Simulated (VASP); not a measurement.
# Al in VASP: notebook

Al is run at these levels: PBEsol+D4, LDA; tasks: single point, elastic constants.

Program: VASP 6.6.1. These are calculated values, not measurements. Logs are shortened: lines on timing, memory, paths and dates and some standing lists are left out, and cuts for length are marked.

## (1) The cell of the first run

The typed cell holds 1 atom: a = 2.798 Å, b = 2.686 Å, c = 2.767 Å, α = 108.62°, β = 110.42°, γ = 108.80°.

## (2) Single point, PBEsol+D4 (the cell strained at random)

Contents of POSCAR:

```
Al
1.0
   -1.6000950000      1.6005820000      1.6447340000
    1.5556370000     -1.5483030000      1.5479970000
    1.6259400000      1.5741480000     -1.5924550000
Al
1
Direct
   -0.0573410000      0.0117190000     -0.0495740000
```

Contents of INCAR.step1:

```
ALGO = Fast
EDIFF = 1E-6
ENCUT = 520
GGA = PS
ISIF = 2
ISMEAR = -1
IVDW = 13
LASPH = T
LCHARG = T
LREAL = F
LWAVE = F
NBANDS = 8
NELM = 60
PREC = Accurate
SIGMA = 0.05
```

Contents of KPOINTS.step1:

```
k-points
0
Gamma
  9 9 9
```

Contents of INCAR.step2:

```
ALGO = Fast
EDIFF = 1E-6
ENCUT = 520
GGA = PS
ICHARG = 11
ISIF = 2
ISMEAR = -5
IVDW = 13
LASPH = T
LCHARG = F
LORBIT = 11
LREAL = F
LWAVE = F
NEDOS = 1001
NELM = 60
PREC = Accurate
SIGMA = 0.05
```

Contents of KPOINTS.step2:

```
k-points
0
Gamma
  14 14 14
```

Potentials or basis: VASP PAW PBE potentials, release 64 (Al).

Launch:

```sh
> cat potpaw_PBE.64/Al/POTCAR > POTCAR
> cp INCAR.step1 INCAR
> cp KPOINTS.step1 KPOINTS
> mpirun -np 1 vasp_std > vasp.out
> cp INCAR.step2 INCAR
> cp KPOINTS.step2 KPOINTS
> mpirun -np 1 vasp_std > vasp.out
```

OUTCAR:

```text
EDIFF = 1E-6
   ENCUT = 520
   GGA = PS
   ICHARG = 11
   ISIF = 2
   ISMEAR = -5
   IVDW = 13
   LASPH = T
   LORBIT = 11
   LREAL = F
   NELM = 60
   PREC = Accurate

 ion  position               nearest neighbor table
   1  0.943  0.012  0.950-

  LATTYP: Found a triclinic cell.
 ALAT       =     4.4451368778
 B/A-ratio  =     0.6042117754
 C/A-ratio  =     1.0193493684
 COS(alpha) =     0.0037988665
 COS(beta)  =     0.5132037123
 COS(gamma) =     0.8068484998

  Lattice vectors:

 A1 = (   3.1371190000,   0.0781240000,   3.1482730000)
 A2 = (   1.5556370000,  -1.5483030000,   1.5479970000)
 A3 = (   3.2074220000,   3.2005750000,   0.0078210000)

Analysis of symmetry for initial positions (statically):
=====================================================================
 Subroutine PRICEL returns:
 Original cell was already a primitive cell.

 Routine SETGRP: Setting up the symmetry group for a
 triclinic supercell.

 Subroutine GETGRP returns: Found  2 space group operations
 (whereof  1 operations were pure point group operations)
 out of a pool of  2 trial point group operations.

The static configuration has the point symmetry C_1 .
 The point group associated with its full space group is S_2 .

Analysis of symmetry for dynamics (positions and initial velocities):
=====================================================================
 Subroutine PRICEL returns:
 Original cell was already a primitive cell.

 Routine SETGRP: Setting up the symmetry group for a
 triclinic supercell.

 Subroutine GETGRP returns: Found  2 space group operations
 (whereof  1 operations were pure point group operations)
 out of a pool of  2 trial point group operations.

The dynamic configuration has the point symmetry C_1 .
 The point group associated with its full space group is S_2 .

 Subroutine INISYM returns: Found  2 space group operations
 (whereof  1 operations are pure point group operations),
 and found     1 'primitive' translations

----------------------------------------------------------------------------------------

                                     Primitive cell

  volume of cell :      16.1157

  direct lattice vectors                    reciprocal lattice vectors
    -1.600095000  1.600582000  1.644734000     0.001788718  0.309898281  0.308161994
     1.555637000 -1.548303000  1.547997000     0.318813640 -0.007828354  0.317779066
     1.625940000  1.574148000 -1.592455000     0.311760473  0.312462186 -0.000775187

  length of vectors
[... 85 lines left out ...]
   NSW    =      0    number of steps for IOM
   IBRION =     -1    ionic relax: 0-MD 1-quasi-New 2-CG
   NFREE  =      0    steps in history (QN), initial steepest desc. (CG)
   ISIF   =      2    stress and relaxation
   ISYM   =      2    0-nonsym 1-usesym 2-fastsym
   POTIM  = 0.5000    time-step for ionic-motion
   TEBEG  =    0.0;   TEEND  =   0.0 temperature during run
   PSTRESS=    0.0 pullay stress
   NELECT =       3.0000    total number of electrons
   NUPDOWN=      -1.0000    fix difference up-down
   EMIN   =  10.00;   EMAX   =-10.00  energy-range for DOS
   EFERMI =   0.00;   METHOD = LEGACY
   ISMEAR =    -5;   SIGMA  =   0.05  broadening in eV -4-tet -1-fermi 0-gaus
   EFERMI_NEDOS =   21; number of points for ismear=-14 and -15
   IALGO  =     68    algorithm
   IMIX   =      4    mixing-type and parameters
     AMIX     =   0.40;   BMIX     =  1.00
     AMIX_MAG =   1.60;   BMIX_MAG =  1.00
  volume/ion in A,a.u.               =      16.12       108.75
  Fermi-wavevector in a.u.,A,eV,Ry     =   0.934757  1.766435 11.888372  0.873771
  Thomas-Fermi vector in A             =   2.061595
   LORBIT       =     11    0 simple, 1 ext, 2 COOP (PROOUT), +10 PAW based schemes
   GGA     = PS    functional components
   LHFCALC =     F    Hartree Fock is set to
   AEXX    =    0.0000 exact exchange contribution
   IVDW    =    13    specifies the selected vdW correction
   LEPSILON=     F    determine dielectric tensor
   LRPA    =     F    only Hartree local field effects (RPA)
 non-spin polarized calculation
 RMM-DIIS sequential band-by-band and
 Fermi weights with tetrahedron method with Bloechl corrections
  energy-cutoff  :      520.00
  volume of cell :       16.12
 maximum number of plane-waves:       446
 NGX is ok and might be reduce to    24

 number of electron       3.0000000 magnetization

 Free energy of the ion-electron system (eV)
  ---------------------------------------------------
  ext. energy  EPLUGINS =         0.00000000
  ---------------------------------------------------
  free energy    TOTEN  =        -3.98566527 eV

  energy without entropy =       -3.98566527  energy(sigma->0) =       -3.98566527

 E-fermi :   8.2512     XC(G=0): -10.3464

 val. band max:        8.6755756247   @ k =  -0.4286   0.5000   0.4286
 cond. band min:       7.7980477537   @ k =  -0.3571  -0.4286   0.1429
 fundamental gap:     -0.8775278710
 Fermi energy:         8.2511559728

 k-point     1 :       0.0000    0.0000    0.0000
  band No.  band energies     occupation
      1      -3.0925      2.00000
      2      21.2090      0.00000
      3      21.4811      0.00000
      4      21.7774      0.00000
      5      22.6323      0.00000
[... 177 lines left out ...]
 k-point    24 :       0.0714    0.1429    0.0000
  band No.  band energies     occupation
      1      -2.0494      2.00000
      2      15.9793      0.00000
      3      16.8007      0.00000
      4      18.8467      0.00000
      5      22.1639      0.00000

 [... further k-points ...]

------------------------ aborting loop because EDIFF is reached ----------------------------------------

  DFT-D4 for vdW energy calculation

  Edisp (eV):   -0.20472

  FORCE on cell =-STRESS in cart. coord.  units (eV):
  Direction    XX          YY          ZZ          XY          YZ          ZX
  --------------------------------------------------------------------------------------
  -------------------------------------------------------------------------------------
  Total      -0.00263    -0.03084     0.01794    -0.12993    -0.18628     0.15319
  in kB      -0.26131    -3.06607     1.78329   -12.91743   -18.51921    15.22954
  external pressure =       -0.51 kB  Pullay stress =        0.00 kB

 VOLUME and BASIS-vectors are now :
 -----------------------------------------------------------------------------
  energy-cutoff  :      520.00
  volume of cell :       16.12
      direct lattice vectors                 reciprocal lattice vectors
    -1.600095000  1.600582000  1.644734000     0.001788718  0.309898281  0.308161994
     1.555637000 -1.548303000  1.547997000     0.318813640 -0.007828354  0.317779066
     1.625940000  1.574148000 -1.592455000     0.311760473  0.312462186 -0.000775187

 POSITION                                       TOTAL-FORCE (eV/Angst)
 -----------------------------------------------------------------------------------
      0.05522      2.98677      0.05505         0.000000      0.000000      0.000000
 -----------------------------------------------------------------------------------
    total drift:                               -0.000000     -0.000000      0.000000

  FREE ENERGIE OF THE ION-ELECTRON SYSTEM (eV)
  ---------------------------------------------------
  free  energy   TOTEN  =        -4.1903812299 eV

  energy  without entropy=       -4.1903812299  energy(sigma->0) =       -4.19038123

 total charge

# of ion       s       p       d       tot
------------------------------------------
    1        0.442   0.339   0.000   0.780
```

OUTCAR.step1:

```text
EDIFF = 1E-6
   ENCUT = 520
   GGA = PS
   ISIF = 2
   ISMEAR = -1
   IVDW = 13
[... 492 lines left out ...]

 POSITION                                       TOTAL-FORCE (eV/Angst)
 -----------------------------------------------------------------------------------
      0.05522      2.98677      0.05505         0.000000      0.000000     -0.000000
 -----------------------------------------------------------------------------------
    total drift:                               -0.000000     -0.000000      0.000000

  FREE ENERGIE OF THE ION-ELECTRON SYSTEM (eV)
  ---------------------------------------------------
  free  energy   TOTEN  =        -4.1861942715 eV

  energy  without entropy=       -4.1828714024  energy(sigma->0) =       -4.18453284
```

OSZICAR.step1:

```text
N       E                     dE             d eps       ncg     rms          rms(c)
DAV:   1    -0.258157519560E+01   -0.25816E+01   -0.84116E+02  5872   0.200E+02
DAV:   2    -0.400569063773E+01   -0.14241E+01   -0.13880E+01  8216   0.190E+01
DAV:   3    -0.401218153405E+01   -0.64909E-02   -0.64894E-02  7024   0.143E+00
DAV:   4    -0.401219697541E+01   -0.15441E-04   -0.15442E-04  8536   0.662E-02
DAV:   5    -0.401219703109E+01   -0.55682E-07   -0.56132E-07  7232   0.263E-03    0.140E+00
RMM:   6    -0.399364530608E+01    0.18552E-01   -0.16161E-03  5841   0.194E-01    0.802E-01
RMM:   7    -0.398146015755E+01    0.12185E-01   -0.46845E-03  6938   0.324E-01    0.133E-01
RMM:   8    -0.398147552051E+01   -0.15363E-04   -0.26536E-04  6453   0.968E-02    0.306E-02
RMM:   9    -0.398147998248E+01   -0.44620E-05   -0.36169E-05  6532   0.380E-02    0.183E-02
RMM:  10    -0.398147782503E+01    0.21575E-05   -0.46538E-06  6638   0.127E-02    0.502E-02
RMM:  11    -0.398147831224E+01   -0.48722E-06   -0.88564E-07  5506   0.579E-03
   1 F= -.41861943E+01 E0= -.41845328E+01  d E =-.332287E-02
```

Run time: 86 s. Hardware: 1 thread of Intel Xeon 8259CL, shared host; peak memory 0.23 GiB.

Results:

| Property | Result |
| --- | --- |
| Valence electrons inside the program's atomic spheres | Al 0.78 |
| Dispersion energy per atom | -0.205 eV |

Caveat: the cell differs from its parent crystal (the cell strained at random); the PAW data sets were made with another functional, which shifts forces and pressure a little; tetrahedron occupations give inexact forces and stress in metals.

## (3) Elastic constants, LDA

This run uses another cell than the first one, of the same volume but with other edges.

Contents of INCAR:

```
SYSTEM = Al
ALGO     = Normal         ! electronic algorithm
EDIFF    = 1E-8           ! SCF threshold, eV
ENCUT    = 600            ! plane-wave cutoff, eV
GGA      = CA             ! functional
IBRION   = 6              ! ionic algorithm
ISIF     = 3              ! what is computed and relaxed
ISMEAR   = -1             ! smearing method
LASPH    = .TRUE.         ! aspherical terms in the spheres
LCHARG   = .FALSE.        ! write CHGCAR
LREAL    = .FALSE.        ! projectors in reciprocal space
LWAVE    = .FALSE.        ! write WAVECAR
NBANDS   = 8              ! bands
NELM     = 100            ! most SCF steps
NFREE    = 2            
NSW      = 1              ! ionic steps
POTIM    = 0.015          ! step
PREC     = Accurate       ! precision mode
SIGMA    = 0.05           ! smearing width, eV
```

Contents of KPOINTS:

```
k-points
0
G
  9 9 9
  0 0 0
```

Contents of POSCAR:

```
Al
1.0
   -1.5912186900      1.5912186900      1.5912186900
    1.5912186900     -1.5912186900      1.5912186900
    1.5912186900      1.5912186900     -1.5912186900
Al
1
Direct
    0.0000000000      0.0000000000      0.0000000000
```

Potentials or basis: VASP PAW LDA potentials, release 64 (Al).

Launch:

```sh
> cat potpaw_LDA.64/Al/POTCAR > POTCAR
> mpirun -np 1 vasp_std > vasp.out
```

It took 3.8 min on 1 thread of AMD EPYC 7R43 (Zen 3), shared host; peak memory 0.14 GiB.

It converged, with:

- Elastic constants C11, C12, C44: 37, 93, 51 GPa
- Voigt bulk modulus: 75 GPa

Elastic tensor in Voigt notation (GPa, in the Cartesian axes of the cell as first typed):
```
37 93 93  0  0  0
93 37 93  0  0  0
93 93 37  0  0  0
 0  0  0 51  0  0
 0  0  0  0 51  0
 0  0  0  0  0 51
```

Clamped-ion elastic tensor (GPa):
```
37 93 93  0  0  0
93 37 93  0  0  0
93 93 37  0  0  0
 0  0  0 51  0  0
 0  0  0  0 51  0
 0  0  0  0  0 51
```

Caveat: the elastic tensor has a negative eigenvalue, so either the cell is unstable as it stands or the mesh is too thin.
